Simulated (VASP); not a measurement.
# HgTe (zincblende type) (F-43m) in VASP: a series of runs

The runs below take HgTe (zincblende type) through single point, with PBE.

Everything below comes from runs of VASP 6.6.1. Logs are shortened: lines on timing, memory, paths and dates and some standing lists are left out, and cuts for length are marked.

## 1. The cell of the first run

The structure is cubic, space group F-43m (No. 216). The conventional cell has a = 6.653 Å, b = 6.653 Å, c = 6.653 Å, α = 90.00°, β = 90.00°, γ = 90.00°. Within 3.8 Å of Hg (site symmetry -43m) lie 4 Te at 2.88 Å. Te (site symmetry -43m) has 4 Hg at 2.88 Å within 3.8 Å.

## 2. Single point, PBE

Input file INCAR:

```
  ALGO = Normal
  EDIFF = 1E-6
  ENCUT = 520
  GGA = PE
  ISIF = 2
  ISMEAR = -1
  LASPH = True
  LCHARG = False
  LREAL = False
  LWAVE = False
  NBANDS = 16
  NELM = 100
  PREC = Accurate
  SIGMA = 0.1
```

Input file KPOINTS:

```
k-points
0
Gamma
  11 11 11
```

Input file POSCAR:

```
HgTe
1.0
    0.0000000000      3.3266201642      3.3266201642
    3.3266201642      0.0000000000      3.3266201642
    3.3266201642      3.3266201642      0.0000000000
Hg Te
1 1
Direct
    0.0000000000      0.0000000000      0.0000000000
    0.2500000000      0.2500000000      0.2500000000
```

Potentials or basis: VASP PAW PBE potentials, release 64 (Hg, Te).

Launch:

```console
> cat potpaw_PBE.64/Hg/POTCAR potpaw_PBE.64/Te/POTCAR > POTCAR
> mpirun -np 1 vasp_std > vasp.out
```

OUTCAR:

```text
EDIFF = 1E-6
   ENCUT = 520
   GGA = PE
   ISIF = 2
   ISMEAR = -1
   LASPH = True
   LREAL = False
   NELM = 100
   PREC = Accurate

 ion  position               nearest neighbor table
   1  0.000  0.000  0.000-   2 2.88   2 2.88   2 2.88   2 2.88
   2  0.250  0.250  0.250-   1 2.88   1 2.88   1 2.88   1 2.88

  LATTYP: Found a face centered cubic cell.
 ALAT       =     6.6532403284

  Lattice vectors:

 A1 = (   0.0000000000,   3.3266201642,   3.3266201642)
 A2 = (   3.3266201642,   0.0000000000,   3.3266201642)
 A3 = (   3.3266201642,   3.3266201642,   0.0000000000)

Analysis of symmetry for initial positions (statically):
=====================================================================
 Subroutine PRICEL returns:
 Original cell was already a primitive cell.

 Routine SETGRP: Setting up the symmetry group for a
 face centered cubic supercell.

 Subroutine GETGRP returns: Found 24 space group operations
 (whereof 24 operations were pure point group operations)
 out of a pool of 48 trial point group operations.

The static configuration has the point symmetry T_d .

Analysis of symmetry for dynamics (positions and initial velocities):
=====================================================================
 Subroutine PRICEL returns:
 Original cell was already a primitive cell.

 Routine SETGRP: Setting up the symmetry group for a
 face centered cubic supercell.

 Subroutine GETGRP returns: Found 24 space group operations
 (whereof 24 operations were pure point group operations)
 out of a pool of 48 trial point group operations.

The dynamic configuration has the point symmetry T_d .

 Subroutine INISYM returns: Found 24 space group operations
 (whereof 24 operations are pure point group operations),
 and found     1 'primitive' translations

----------------------------------------------------------------------------------------

                                     Primitive cell

  volume of cell :      73.6274

  direct lattice vectors                    reciprocal lattice vectors
     0.000000000  3.326620164  3.326620164    -0.150302702  0.150302702  0.150302702
     3.326620164  0.000000000  3.326620164     0.150302702 -0.150302702  0.150302702
     3.326620164  3.326620164  0.000000000     0.150302702  0.150302702 -0.150302702

  length of vectors
     4.704551353  4.704551353  4.704551353     0.260331917  0.260331917  0.260331917

  position of ions in fractional coordinates (direct lattice)
[... 77 lines left out ...]
   ENCUT  =  520.0 eV  38.22 Ry    6.18 a.u.   8.75  8.75  8.75*2*pi/ulx,y,z
   NELM   =    100;   NELMIN=  2; NELMDL= -5     # of ELM steps
   EDIFF  = 0.1E-05   stopping-criterion for ELM
   LREAL  =      F    real-space projection
   EDIFFG = 0.1E-04   stopping-criterion for IOM
   NSW    =      0    number of steps for IOM
   IBRION =     -1    ionic relax: 0-MD 1-quasi-New 2-CG
   NFREE  =      0    steps in history (QN), initial steepest desc. (CG)
   ISIF   =      2    stress and relaxation
   ISYM   =      2    0-nonsym 1-usesym 2-fastsym
   POTIM  = 0.5000    time-step for ionic-motion
   TEBEG  =    0.0;   TEEND  =   0.0 temperature during run
   PSTRESS=    0.0 pullay stress
   NELECT =      18.0000    total number of electrons
   NUPDOWN=      -1.0000    fix difference up-down
   EMIN   =  10.00;   EMAX   =-10.00  energy-range for DOS
   EFERMI =   0.00;   METHOD = LEGACY
   ISMEAR =    -1;   SIGMA  =   0.10  broadening in eV -4-tet -1-fermi 0-gaus
   EFERMI_NEDOS =   21; number of points for ismear=-14 and -15
   IALGO  =     38    algorithm
   IMIX   =      4    mixing-type and parameters
     AMIX     =   0.40;   BMIX     =  1.00
     AMIX_MAG =   1.60;   BMIX_MAG =  1.00
  volume/ion in A,a.u.               =      36.81       248.43
  Fermi-wavevector in a.u.,A,eV,Ry     =   1.023652  1.934422 14.257055  1.047864
  Thomas-Fermi vector in A             =   2.157397
   LORBIT       =      0    0 simple, 1 ext, 2 COOP (PROOUT), +10 PAW based schemes
   GGA     = PE    functional components
   LHFCALC =     F    Hartree Fock is set to
   AEXX    =    0.0000 exact exchange contribution
   IVDW    =     0    specifies the selected vdW correction
   LEPSILON=     F    determine dielectric tensor
   LRPA    =     F    only Hartree local field effects (RPA)
 non-spin polarized calculation
  energy-cutoff  :      520.00
  volume of cell :       73.63
 maximum number of plane-waves:      2004
   NGX = 17   NGY = 17   NGZ = 17

 number of electron      17.9999998 magnetization

 Free energy of the ion-electron system (eV)
  ---------------------------------------------------
  ext. energy  EPLUGINS =         0.00000000
  ---------------------------------------------------
  free energy    TOTEN  =        -3.65254928 eV

  energy without entropy =       -3.65022143  energy(sigma->0) =       -3.65138536

 E-fermi :   2.4321     XC(G=0):  -8.3532

 val. band max:        2.2233138051   @ k =   0.0000   0.0000   0.0000
 cond. band min:       2.6169585550   @ k =   0.0909   0.0000   0.0000
 fundamental gap:      0.3936447499
 Fermi energy:         2.4320877137

 k-point     1 :       0.0000    0.0000    0.0000
  band No.  band energies     occupation
      1      -9.1837      2.00000
      2      -4.6621      2.00000
      3      -4.6621      2.00000
      4      -4.6621      2.00000
      5      -4.2311      2.00000
      6      -4.2311      2.00000
[... 433 lines left out ...]
      3      -4.5673      2.00000
      4      -4.4594      2.00000
      5      -4.2475      2.00000
      6      -4.2089      2.00000
[... 8 lines left out ...]
     15      11.2553      0.00000
     16      11.5382      0.00000

 [... further k-points ...]

------------------------ aborting loop because EDIFF is reached ----------------------------------------

  FORCE on cell =-STRESS in cart. coord.  units (eV):
  Direction    XX          YY          ZZ          XY          YZ          ZX
  --------------------------------------------------------------------------------------
  -------------------------------------------------------------------------------------
  Total        0.0056166      0.0056166      0.0056166      0.0000000      0.0000000      0.0000000
  in kB        0.1222208      0.1222208      0.1222208      0.0000000      0.0000000      0.0000000
  external PRESSURE =       0.1222208 kB  Pullay stress =       0.0000000 kB

 VOLUME and BASIS-vectors are now :
 -----------------------------------------------------------------------------
  energy-cutoff  :      520.00
  volume of cell :       73.63
      direct lattice vectors                 reciprocal lattice vectors
     0.000000000  3.326620164  3.326620164    -0.150302702  0.150302702  0.150302702
     3.326620164  0.000000000  3.326620164     0.150302702 -0.150302702  0.150302702
     3.326620164  3.326620164  0.000000000     0.150302702  0.150302702 -0.150302702

 POSITION                                       TOTAL-FORCE (eV/Angst)
 -----------------------------------------------------------------------------------
      0.00000      0.00000      0.00000        -0.000000     -0.000000     -0.000000
      1.66331      1.66331      1.66331         0.000000      0.000000      0.000000
 -----------------------------------------------------------------------------------
    total drift:                               -0.000000     -0.000000     -0.000000

  FREE ENERGIE OF THE ION-ELECTRON SYSTEM (eV)
  ---------------------------------------------------
  free  energy   TOTEN  =        -3.6525492815 eV

  energy  without entropy=       -3.6502214304  energy(sigma->0) =       -3.65138536
```

Wall time 19 s (1 thread of Intel Xeon 6975P-C (Granite Rapids), shared host); peak memory 0.24 GiB.

What came out:

- Free energy: -3.6525 eV
- Pressure: 0.0 GPa
- Band gap on the k mesh: zero (filled and empty bands touch)

Levels at points of the mesh, in eV from the Fermi level:
```
           k point  band 5  band 6  band 7  band 8  band 9  band 10  band 11  band 12  band 13  band 14
(0.00, 0.00, 0.00)   -6.66   -6.66   -1.13   -0.21   -0.21    -0.21     4.17     4.17     4.17     6.30
```

Caveat: semilocal functionals underestimate gaps, so a narrow gap can read as zero; spin-orbit coupling is left out, which moves the levels of the heavy elements.

## 3. Single point, PBE

Input file INCAR:

```
SYSTEM = HgTe
  PREC = Accurate
  ENCUT = 520
  EDIFF = 1E-7
  ISMEAR = -1
  SIGMA = 0.1
  LREAL = .FALSE.
  LASPH = .TRUE.
  NELM = 80
  ALGO = Normal
  ISIF = 2
  LWAVE = .FALSE.
  LCHARG = .TRUE.
  GGA = PE
  LELF = .TRUE.
  LVHAR = .TRUE.
  NBANDS = 16
```

Input file KPOINTS:

```
Automatic mesh
0
G
  11 11 11
  0 0 0
```

POSCAR is that of step 2.

Potentials or basis: VASP PAW PBE potentials, release 64 (Hg, Te).

Launch:

```console
> cat potpaw_PBE.64/Hg/POTCAR potpaw_PBE.64/Te/POTCAR > POTCAR
> mpirun -np 1 vasp_std > vasp.out
```

OUTCAR:

```text
SYSTEM = HgTe
   PREC = Accurate
   ENCUT = 520
   EDIFF = 1E-7
   ISMEAR = -1
   LREAL = .FALSE.
   LASPH = .TRUE.
   NELM = 80
   ISIF = 2
   GGA = PE

 ion  position               nearest neighbor table
   1  0.000  0.000  0.000-   2 2.88   2 2.88   2 2.88   2 2.88
   2  0.250  0.250  0.250-   1 2.88   1 2.88   1 2.88   1 2.88

  LATTYP: Found a face centered cubic cell.
 ALAT       =     6.6532403284

  Lattice vectors:

 A1 = (   0.0000000000,   3.3266201642,   3.3266201642)
 A2 = (   3.3266201642,   0.0000000000,   3.3266201642)
 A3 = (   3.3266201642,   3.3266201642,   0.0000000000)

Analysis of symmetry for initial positions (statically):
=====================================================================
 Subroutine PRICEL returns:
 Original cell was already a primitive cell.

 Routine SETGRP: Setting up the symmetry group for a
 face centered cubic supercell.

 Subroutine GETGRP returns: Found 24 space group operations
 (whereof 24 operations were pure point group operations)
 out of a pool of 48 trial point group operations.

The static configuration has the point symmetry T_d .

Analysis of symmetry for dynamics (positions and initial velocities):
=====================================================================
 Subroutine PRICEL returns:
 Original cell was already a primitive cell.

 Routine SETGRP: Setting up the symmetry group for a
 face centered cubic supercell.

 Subroutine GETGRP returns: Found 24 space group operations
 (whereof 24 operations were pure point group operations)
 out of a pool of 48 trial point group operations.

The dynamic configuration has the point symmetry T_d .

 Subroutine INISYM returns: Found 24 space group operations
 (whereof 24 operations are pure point group operations),
 and found     1 'primitive' translations

[... 111 lines left out ...]
   IALGO  =     38    algorithm
   IMIX   =      4    mixing-type and parameters
     AMIX     =   0.40;   BMIX     =  1.00
     AMIX_MAG =   1.60;   BMIX_MAG =  1.00
  volume/ion in A,a.u.               =      36.81       248.43
  Fermi-wavevector in a.u.,A,eV,Ry     =   1.023652  1.934422 14.257055  1.047864
  Thomas-Fermi vector in A             =   2.157397
   LORBIT       =      0    0 simple, 1 ext, 2 COOP (PROOUT), +10 PAW based schemes
   GGA     = PE    functional components
   LHFCALC =     F    Hartree Fock is set to
   AEXX    =    0.0000 exact exchange contribution
   IVDW    =     0    specifies the selected vdW correction
   LEPSILON=     F    determine dielectric tensor
   LRPA    =     F    only Hartree local field effects (RPA)
 non-spin polarized calculation
  energy-cutoff  :      520.00
  volume of cell :       73.63
 maximum number of plane-waves:      2004
   NGX = 17   NGY = 17   NGZ = 17

 number of electron      17.9999998 magnetization

 Free energy of the ion-electron system (eV)
  ---------------------------------------------------
  ext. energy  EPLUGINS =         0.00000000
  ---------------------------------------------------
  free energy    TOTEN  =        -3.65254926 eV

  energy without entropy =       -3.65022140  energy(sigma->0) =       -3.65138533

 E-fermi :   2.4322     XC(G=0):  -8.3531

 val. band max:        2.2233893624   @ k =   0.0000   0.0000   0.0000
 cond. band min:       2.6170314156   @ k =   0.0909   0.0000   0.0000
 fundamental gap:      0.3936420532
 Fermi energy:         2.4321601725

 k-point     1 :       0.0000    0.0000    0.0000
  band No.  band energies     occupation
      1      -9.1836      2.00000
      2      -4.6621      2.00000
      3      -4.6621      2.00000
      4      -4.6621      2.00000
      5      -4.2310      2.00000
      6      -4.2310      2.00000
[... 433 lines left out ...]
      3      -4.5672      2.00000
      4      -4.4593      2.00000
      5      -4.2475      2.00000
      6      -4.2089      2.00000
[... 8 lines left out ...]
     15      11.2554      0.00000
     16      11.5384      0.00000

 [... further k-points ...]

------------------------ aborting loop because EDIFF is reached ----------------------------------------

  FORCE on cell =-STRESS in cart. coord.  units (eV):
  Direction    XX          YY          ZZ          XY          YZ          ZX
  --------------------------------------------------------------------------------------
  -------------------------------------------------------------------------------------
  Total        0.0033844      0.0033844      0.0033844     -0.0000000      0.0000000      0.0000000
  in kB        0.0736459      0.0736459      0.0736459     -0.0000000      0.0000000      0.0000000
  external PRESSURE =       0.0736459 kB  Pullay stress =       0.0000000 kB

 VOLUME and BASIS-vectors are now :
 -----------------------------------------------------------------------------
  energy-cutoff  :      520.00
  volume of cell :       73.63
      direct lattice vectors                 reciprocal lattice vectors
     0.000000000  3.326620164  3.326620164    -0.150302702  0.150302702  0.150302702
     3.326620164  0.000000000  3.326620164     0.150302702 -0.150302702  0.150302702
     3.326620164  3.326620164  0.000000000     0.150302702  0.150302702 -0.150302702

 POSITION                                       TOTAL-FORCE (eV/Angst)
 -----------------------------------------------------------------------------------
      0.00000      0.00000      0.00000        -0.000000     -0.000000     -0.000000
      1.66331      1.66331      1.66331         0.000000      0.000000      0.000000
 -----------------------------------------------------------------------------------
    total drift:                               -0.000000     -0.000000     -0.000000

  FREE ENERGIE OF THE ION-ELECTRON SYSTEM (eV)
  ---------------------------------------------------
  free  energy   TOTEN  =        -3.6525492576 eV

  energy  without entropy=       -3.6502214042  energy(sigma->0) =       -3.65138533
```

OSZICAR:

```text
N       E                     dE             d eps       ncg     rms          rms(c)
DAV:   1     0.103375709406E+03    0.10338E+03   -0.78826E+03  1808   0.956E+02
DAV:   2    -0.136013071484E+00   -0.10351E+03   -0.96621E+02  2056   0.223E+02
DAV:   3    -0.381696534758E+01   -0.36810E+01   -0.36690E+01  2184   0.438E+01
DAV:   4    -0.385303517264E+01   -0.36070E-01   -0.36067E-01  2608   0.389E+00
DAV:   5    -0.385312921427E+01   -0.94042E-04   -0.94042E-04  2408   0.193E-01    0.633E+00
DAV:   6    -0.365865888849E+01    0.19447E+00   -0.38462E-01  2088   0.789E+00    0.516E+00
DAV:   7    -0.365291025069E+01    0.57486E-02   -0.84853E-02  2040   0.193E+00    0.204E+00
DAV:   8    -0.365247820775E+01    0.43204E-03   -0.82248E-03  2008   0.101E+00    0.457E-01
DAV:   9    -0.365250636582E+01   -0.28158E-04   -0.69589E-04  2352   0.288E-01    0.901E-02
DAV:  10    -0.365253615770E+01   -0.29792E-04   -0.85064E-05  2216   0.794E-02    0.450E-02
DAV:  11    -0.365254989575E+01   -0.13738E-04   -0.23987E-05  2200   0.325E-02    0.196E-02
DAV:  12    -0.365254928147E+01    0.61428E-06   -0.28638E-06  2072   0.105E-02    0.133E-02
DAV:  13    -0.365254925756E+01    0.23907E-07   -0.24407E-07  2264   0.270E-03
   1 F= -.36525493E+01 E0= -.36513853E+01  d E =-.232785E-02
```

It took 23 s on 1 thread of Intel Xeon 6975P-C (Granite Rapids), shared host; peak memory 0.24 GiB.

Results:

| Quantity | Value |
| --- | --- |
| Free energy | -3.6525 eV |
| Pressure | 0.0 GPa |
| Band gap on the k mesh | zero (filled and empty bands touch) |

Levels at points of the mesh, in eV from the Fermi level:
```tsv
k point	band 5	band 6	band 7	band 8	band 9	band 10	band 11	band 12	band 13	band 14
(0.00, 0.00, 0.00)	-6.66	-6.66	-1.13	-0.21	-0.21	-0.21	4.17	4.17	4.17	6.30
```

Caveat: semilocal functionals underestimate gaps, so a narrow gap can read as zero; spin-orbit coupling is left out, which moves the levels of the heavy elements.
